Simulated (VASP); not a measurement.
# ZrSi7 (P2_1) in VASP: relaxation of shape and atoms at fixed volume with PBE

Aim: the relaxation of shape and atoms at fixed volume of ZrSi7 with PBE.

Everything below comes from runs of VASP 6.6.1. Logs are shortened: lines on timing, memory, paths and dates and some standing lists are left out, and cuts for length are marked.

## 1. The cell of the first run

The structure is monoclinic, space group P2_1 (No. 4). The conventional cell has a = 5.009 Å, b = 5.130 Å, c = 9.518 Å, α = 90.00°, β = 99.88°, γ = 90.00°. Within 3.6 Å of Zr (site symmetry 1) lie 13 Si at 2.70 to 3.11 Å. Si (site symmetry 1) has 6 Si at 2.39 to 2.54 Å and 2 Zr at 2.80 to 2.98 Å within 3.2 Å. Si (site symmetry 1) has 8 Si at 2.50 to 3.27 Å and 2 Zr at 2.80 to 2.85 Å within 3.3 Å. Si (site symmetry 1) has 10 Si at 2.46 to 3.33 Å and 2 Zr at 2.91 to 3.11 Å within 3.4 Å. Within 3.2 Å of Si (site symmetry 1) lie 6 Si at 2.39 to 2.62 Å and 2 Zr at 2.79 to 2.80 Å. Si (site symmetry 1) has 7 Si at 2.34 to 2.83 Å and 1 Zr at 2.85 Å within 3.1 Å. Within 3.2 Å of Si (site symmetry 1) lie 6 Si at 2.39 to 2.62 Å and 2 Zr at 2.77 to 2.83 Å. Si (site symmetry 1) has 6 Si at 2.34 to 2.80 Å and 2 Zr at 2.70 to 2.76 Å within 3.1 Å.

## 2. Relaxation of shape and atoms at fixed volume, PBE (15.06 Å³/atom)

INCAR

```
SYSTEM = ZrSi7
PREC     = Accurate       ! precision mode
ENCUT    = 500            ! plane-wave cutoff, eV
EDIFF    = 1E-7           ! SCF threshold, eV
ISMEAR   = 0              ! smearing method
SIGMA    = 0.1            ! smearing width, eV
LREAL    = .FALSE.        ! projectors in reciprocal space
LASPH    = .TRUE.         ! aspherical terms in the spheres
NELM     = 120            ! most SCF steps
ALGO     = Normal         ! electronic algorithm
ISIF     = 4              ! what is computed and relaxed
LWAVE    = .FALSE.        ! write WAVECAR
LCHARG   = .FALSE.        ! write CHGCAR
GGA      = PE             ! functional
IBRION   = 2              ! ionic algorithm
NSW      = 50             ! ionic steps
EDIFFG   = -0.01          ! ionic threshold
GGA_COMPAT= .FALSE.      
NELMIN   = 4
```

KPOINTS

```
regular mesh
0
G
  6 6 4
  0 0 0
```

POSCAR

```
ZrSi7
1.0
    5.0091734399      0.0000000000     -0.0138226151
    0.0000000000      5.1301304956      0.0000000000
   -1.6078848023      0.0000000000      9.3814366372
Zr Si
2 14
Direct
    0.5703483131      1.0041679536      0.7251588424
    0.4296516869      0.5041679536      0.2748411576
    0.1632999131      0.0237036747      0.2710063939
    0.3398654483      0.5093979509      0.7414347638
    0.4302981911      0.2648608748      0.9741561565
    0.2384225208      0.7600429433      0.4978588349
    0.0670115597      0.7683707290      0.0577905672
    0.2410897840      0.2650012950      0.5070151813
    0.6601345517      0.0093979509      0.2585652362
    0.8367000869      0.5237036747      0.7289936061
    0.9329884403      0.2683707290      0.9422094328
    0.7589102160      0.7650012950      0.4929848187
    0.5697018089      0.7648608748      0.0258438435
    0.7615774792      0.2600429433      0.5021411651
    0.8890380503      0.4040347278      0.1723531245
    0.1109619497      0.9040347278      0.8276468755
```

Potentials or basis: VASP PAW PBE potentials, release 64 (Zr_sv, Si).

Command:

```sh
$ cat potpaw_PBE.64/Zr_sv/POTCAR potpaw_PBE.64/Si/POTCAR > POTCAR
$ mpirun -np 1 vasp_std > vasp.out
```

OUTCAR:

```text
SYSTEM = ZrSi7
   PREC = Accurate
   ENCUT = 500
   EDIFF = 1E-7
   ISMEAR = 0
   LREAL = .FALSE.
   LASPH = .TRUE.
   NELM = 120
   ISIF = 4
   GGA = PE
   IBRION = 2
   NSW = 50
   EDIFFG = -0.01
   NELMIN = 4

 ion  position               nearest neighbor table
   1  0.570  0.004  0.725-  16 2.70  16 2.76   8 2.77   6 2.79  10 2.80  14 2.80   4 2.80  12 2.83
                            11 2.85   4 2.85   5 2.91  10 2.98  13 3.11
   2  0.430  0.504  0.275-  15 2.70  15 2.76  12 2.77  14 2.79   3 2.80   6 2.80   9 2.80   8 2.83
                             7 2.85   9 2.85  13 2.91   3 2.98   5 3.11
   3  0.163  0.024  0.271-   7 2.39  15 2.48   9 2.50   9 2.51   6 2.52   8 2.54   2 2.80   2 2.98

   4  0.340  0.509  0.741-  10 2.50  10 2.51   5 2.52  16 2.53   8 2.53   6 2.62   1 2.80   1 2.85
                            13 3.05
   5  0.430  0.265  0.974-  11 2.46   4 2.52  11 2.59  16 2.68  13 2.68  13 2.68  15 2.80   1 2.91
                             9 3.05   2 3.11
   6  0.238  0.760  0.498-  12 2.39   3 2.52   8 2.54   8 2.59  12 2.62   4 2.62   1 2.79   2 2.80
[... 17 lines left out ...]
  15  0.889  0.404  0.172-  11 2.34   7 2.41   3 2.48   9 2.53  13 2.68   2 2.70   2 2.76   5 2.80

  16  0.111  0.904  0.828-   7 2.34  11 2.41  10 2.48   4 2.53   5 2.68   1 2.70   1 2.76  13 2.80

  LATTYP: Found a simple monoclinic cell.
 ALAT       =     5.0091925113
 B/A-ratio  =     1.0241432095
 C/A-ratio  =     1.9001519840
 COS(beta)  =    -0.1716460711

  Lattice vectors:

 A1 = (   5.0091734399,   0.0000000000,  -0.0138226151)
 A2 = (   0.0000000000,   5.1301304956,   0.0000000000)
 A3 = (  -1.6078848023,   0.0000000000,   9.3814366372)

Analysis of symmetry for initial positions (statically):
=====================================================================
 Subroutine PRICEL returns:
 Original cell was already a primitive cell.

 Routine SETGRP: Setting up the symmetry group for a
 simple monoclinic supercell.

 Subroutine GETGRP returns: Found  2 space group operations
 (whereof  1 operations were pure point group operations)
 out of a pool of  4 trial point group operations.

The static configuration has the point symmetry C_1 .
 The point group associated with its full space group is C_2 .

Analysis of symmetry for dynamics (positions and initial velocities):
=====================================================================
 Subroutine PRICEL returns:
 Original cell was already a primitive cell.

 Routine SETGRP: Setting up the symmetry group for a
[... 157 lines left out ...]
  Fermi-wavevector in a.u.,A,eV,Ry     =   1.133580  2.142155 17.483524  1.285003
  Thomas-Fermi vector in A             =   2.270283
   LORBIT       =      0    0 simple, 1 ext, 2 COOP (PROOUT), +10 PAW based schemes
   GGA     = PE    functional components
   LHFCALC =     F    Hartree Fock is set to
   AEXX    =    0.0000 exact exchange contribution
   IVDW    =     0    specifies the selected vdW correction
   LEPSILON=     F    determine dielectric tensor
   LRPA    =     F    only Hartree local field effects (RPA)
 conjugate gradient relaxation of ions
 non-spin polarized calculation
 Gauss-broadening in eV      SIGMA  =   0.10
  energy-cutoff  :      500.00
  volume of cell :      240.97
 maximum number of plane-waves:      6148
 NGX is ok and might be reduce to    40
   NGX = 19   NGY = 19   NGZ = 35

--------------------------------------- Ionic step        1  -------------------------------------------

 number of electron      80.0000001 magnetization

 Free energy of the ion-electron system (eV)
  ---------------------------------------------------
  ext. energy  EPLUGINS =         0.00000000
  ---------------------------------------------------
  free energy    TOTEN  =       -92.63569097 eV

  energy without entropy =      -92.61087572  energy(sigma->0) =      -92.62328335

------------------------ aborting loop because EDIFF is reached ----------------------------------------

  FORCE on cell =-STRESS in cart. coord.  units (eV):
  Direction    XX          YY          ZZ          XY          YZ          ZX
  --------------------------------------------------------------------------------------
  -------------------------------------------------------------------------------------
  Total       10.9071102     10.2109267     10.7424122      0.0000000      0.0000000     -0.0737948
  in kB       72.5206852     67.8918049     71.4256187      0.0000000      0.0000000     -0.4906569
  external PRESSURE =      70.6127029 kB  Pullay stress =       0.0000000 kB
[... 131 lines left out ...]
  FREE ENERGIE OF THE ION-ELECTRON SYSTEM (eV)
  ---------------------------------------------------
  free  energy   TOTEN  =       -92.6408100259 eV

  energy  without entropy=      -92.6154607004  energy(sigma->0) =      -92.62813536

[... ionic steps 4 to 17 ...]

--------------------------------------- Ionic step       18  -------------------------------------------

 number of electron      80.0000003 magnetization

------------------------ aborting loop because EDIFF is reached ----------------------------------------
[... 95 lines left out ...]
--------------------------------------- Ionic step       20  -------------------------------------------

 number of electron      80.0000003 magnetization

 Free energy of the ion-electron system (eV)
  ---------------------------------------------------
  ext. energy  EPLUGINS =         0.00000000
  ---------------------------------------------------
  free energy    TOTEN  =       -92.65266836 eV

  energy without entropy =      -92.62563955  energy(sigma->0) =      -92.63915396

 E-fermi :  10.1673     XC(G=0): -11.2415

 val. band max:       10.1657176328   @ k =   0.1667   0.5000   0.2500
 cond. band min:      10.1730003208   @ k =  -0.3333   0.3333   0.2500
 fundamental gap:      0.0072826880
 Fermi energy:        10.1673289824

 k-point     1 :       0.0000    0.0000    0.0000
  band No.  band energies     occupation
      1     -38.4496      2.00000
      2     -38.4494      2.00000
      3     -16.6408      2.00000
      4     -16.6386      2.00000
      5     -16.6279      2.00000
      6     -16.6171      2.00000
[... 1237 lines left out ...]
     48      12.3784      0.00000
     49      12.6560      0.00000

 [... further k-points ...]

------------------------ aborting loop because EDIFF is reached ----------------------------------------

  FORCE on cell =-STRESS in cart. coord.  units (eV):
  Direction    XX          YY          ZZ          XY          YZ          ZX
  --------------------------------------------------------------------------------------
  -------------------------------------------------------------------------------------
  Total        9.5304968      9.5207991      9.5208879      0.0000000      0.0000000     -0.0077814
  in kB       63.3676696     63.3031903     63.3037806      0.0000000      0.0000000     -0.0517383
  external PRESSURE =      63.3248802 kB  Pullay stress =       0.0000000 kB
[... 31 lines left out ...]
  FREE ENERGIE OF THE ION-ELECTRON SYSTEM (eV)
  ---------------------------------------------------
  free  energy   TOTEN  =       -92.6526683641 eV

  energy  without entropy=      -92.6256395534  energy(sigma->0) =      -92.63915396

 reached required accuracy - stopping structural energy minimisation
```

CONTCAR:

```text
ZrSi7
   1.00000000000000
     5.0296805804646851    0.0000000000000000   -0.0365248210006304
     0.0000000000000000    5.1124303280359786    0.0000000000000000
    -1.6568698702176905    0.0000000000000000    9.3831320741860367
  Zr              Si
     2    14
Direct
     0.5748540402378585    0.0076653579744841    0.7258572888320602
     0.4251459597621415    0.5076653579744841    0.2741427111679399
     0.1594969899504437    0.0207493615118884    0.2702781267130948
     0.3471714145254682    0.5088385124794721    0.7443649490935696
     0.4424871447806363    0.2624404612427397    0.9790707703765809
     0.2382178168336908    0.7613635898888261    0.4986657656896588
[... 8 lines left out ...]
     0.8856919973160206    0.4055522690947707    0.1778205425058704
     0.1143080026839795    0.9055522690947707    0.8221794574941297

  0.00000000E+00  0.00000000E+00  0.00000000E+00
  0.00000000E+00  0.00000000E+00  0.00000000E+00
  0.00000000E+00  0.00000000E+00  0.00000000E+00
  0.00000000E+00  0.00000000E+00  0.00000000E+00
  0.00000000E+00  0.00000000E+00  0.00000000E+00
  0.00000000E+00  0.00000000E+00  0.00000000E+00
[... 8 lines left out ...]
  0.00000000E+00  0.00000000E+00  0.00000000E+00
  0.00000000E+00  0.00000000E+00  0.00000000E+00
```

Run time: 60 min. Hardware: 1 thread of Intel Xeon 6975P-C (Granite Rapids), shared host; peak memory 0.62 GiB.

Results:

| Item | Value |
| --- | --- |
| Free energy | -92.6527 eV |
| Energy gained by relaxing | 1.1 meV/atom |
| Ionic steps | 20 |
| Pressure after relaxing | 6.3 GPa |
| Largest force after relaxing | 0.005 eV/Å |
| Band gap on the k mesh | zero (bands 40 and 41 overlap by 0.88 eV) |

Forces in eV/Å, atoms in the order of the input:
```
Zr  -0.001  0.001  0.000
Zr   0.001  0.001  0.000
Si  -0.002 -0.004  0.000
Si   0.000 -0.001  0.000
Si   0.001  0.003  0.002
Si   0.002  0.000 -0.002
Si  -0.001  0.001 -0.003
Si   0.001  0.000  0.003
Si   0.000 -0.001  0.000
Si   0.002 -0.004  0.000
Si   0.001  0.001  0.003
Si  -0.001  0.000 -0.003
Si  -0.001  0.003 -0.002
Si  -0.002  0.000  0.002
Si   0.001  0.001  0.000
Si  -0.001  0.001  0.000
```

The path:
```
step  energy change (eV)  largest force (eV/Å)  pressure (GPa)  volume (Å³)
   1              0.0000                0.1054            7.06       240.97
   2             -0.0032                0.0844            6.97       240.97
   3             -0.0051                0.1223            6.82       240.97
   4             -0.0074                0.0913            6.76       240.97
   5             -0.0099                0.0678            6.59       240.97
   6             -0.0117                0.0451            6.55       240.97
   7             -0.0124                0.0668            6.51       240.97
   8             -0.0136                0.0372            6.48       240.97
   9             -0.0139                0.0397            6.46       240.97
  10             -0.0147                0.0297            6.45       240.97
  11             -0.0150                0.0295            6.44       240.97
  12             -0.0156                0.0267            6.42       240.97
  13             -0.0157                0.0356            6.41       240.97
  14             -0.0163                0.0261            6.39       240.97
  15             -0.0165                0.0288            6.37       240.97
  16             -0.0168                0.0150            6.35       240.97
  17             -0.0168                0.0131            6.35       240.97
  18             -0.0169                0.0111            6.34       240.97
  19             -0.0169                0.0112            6.34       240.97
  20             -0.0170                0.0050            6.33       240.97
```

Final structure:
```
CELL_PARAMETERS angstrom
5.02968 0.00000 -0.03652
0.00000 5.11243 0.00000
-1.65687 0.00000 9.38313
ATOMIC_POSITIONS crystal
Zr 0.57485 0.00767 0.72586
Zr 0.42515 0.50767 0.27414
Si 0.15950 0.02075 0.27028
Si 0.34717 0.50884 0.74436
Si 0.44249 0.26244 0.97907
Si 0.23822 0.76136 0.49867
Si 0.05370 0.76742 0.05152
Si 0.24092 0.26555 0.50683
Si 0.65283 0.00884 0.25564
Si 0.84050 0.52075 0.72972
Si 0.94630 0.26742 0.94848
Si 0.75908 0.76555 0.49317
Si 0.55751 0.76244 0.02093
Si 0.76178 0.26136 0.50133
Si 0.88569 0.40555 0.17782
Si 0.11431 0.90555 0.82218
```

Levels at points of the mesh, in eV from the Fermi level:
```csv
k point,band 38,band 39,band 40,band 41,band 42,band 43
"(0.00, 0.00, 0.00)",-1.23,-1.12,-0.77,-0.65,-0.05,0.33
"(0.50, 0.00, 0.00)",-1.11,-0.53,-0.19,0.32,0.63,0.91
"(0.00, 0.50, 0.00)",-0.91,-0.17,-0.17,0.67,0.67,1.10
"(0.50, 0.50, 0.00)",-0.41,-0.15,-0.15,0.01,0.01,0.79
"(0.00, 0.00, 0.50)",-1.79,-0.94,-0.49,0.21,0.63,0.80
"(0.50, 0.00, 0.50)",-0.94,-0.59,0.16,0.40,0.69,0.95
"(0.00, 0.50, 0.50)",-1.17,-0.70,-0.70,-0.28,-0.28,1.01
"(0.50, 0.50, 0.50)",-0.51,-0.31,-0.31,0.03,0.03,0.43
```
